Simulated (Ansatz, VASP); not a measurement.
**CdTe: VASP beside Ansatz**

Contents of INCAR:

```
PREC = Accurate ; ENCUT = 600
EDIFF = 1E-6 ; ISMEAR = 0
SIGMA = 0.02 ; LREAL = F
LASPH = T ; NELM = 100
ALGO = Normal ; ISIF = 3
LWAVE = F ; LCHARG = F
GGA = PE ; IBRION = 2
NSW = 100 ; EDIFFG = -0.005
```

KPOINTS

```
regular mesh
0
Gamma
  8 8 8
```

File POSCAR:

```
CdTe
1.0
    0.0000000000      3.2821135600      3.2821135600
    3.2821135600      0.0000000000      3.2821135600
    3.2821135600      3.2821135600      0.0000000000
Cd Te
1 1
Direct
    0.0000000000      0.0000000000      0.0000000000
    0.7500000000      0.7500000000      0.7500000000
```

Input for Ansatz:

```yaml
crystal:
  lattice:
    - [0.0, 3.28211356, 3.28211356]
    - [3.28211356, 0.0, 3.28211356]
    - [3.28211356, 3.28211356, 0.0]
  atoms:
    - { symbol: Cd, position: [0.0, 0.0, 0.0] }
    - { symbol: Te, position: [0.75, 0.75, 0.75] }
basis:
  ecutwfc: 420
kpoints:
  mp_grid: { grid: [8, 8, 8] }
hamiltonian:
  xc: pbe
scf:
  occupations: { method: gaussian, width: 0.02 }
output:
  forces: true
  stress: true
  eigenvalues: true
relax:
  adjacent_minimum: "off"
  f_tol: 0.005
  max_steps: 80
  cell: { stress_tol: 0.05 }
```

Alike in both runs: task relaxation of cell and atoms; functional PBE; k mesh 8 × 8 × 8; occupations gaussian, width 0.02 eV; no spin polarisation.

|  | VASP | Ansatz |
| --- | --- | --- |
| version | VASP 6.6.1 | Ansatz 0.2.0 |
| potentials or method | VASP PAW PBE potentials, release 64 (Cd, Te), cutoff 600 eV | scalar-relativistic, plane waves, PAW |
| valence electrons in the cell | 18 | 36 |

```tsv
	VASP	Ansatz	Ansatz less VASP
gap on the k mesh at the Fermi level, each at its own relaxed structure (eV)	0.58	0.58	+0.007
relaxed volume (Å³/atom)	36.31	36.25	-0.053
relaxed cell length with the largest relative difference (Å)	4.683	4.681	-0.0023
```

VASP's potentials hold 18 valence electrons a cell and Ansatz's 36, so a difference there can come from the potentials and not from the codes.

Spin-orbit coupling is off throughout.
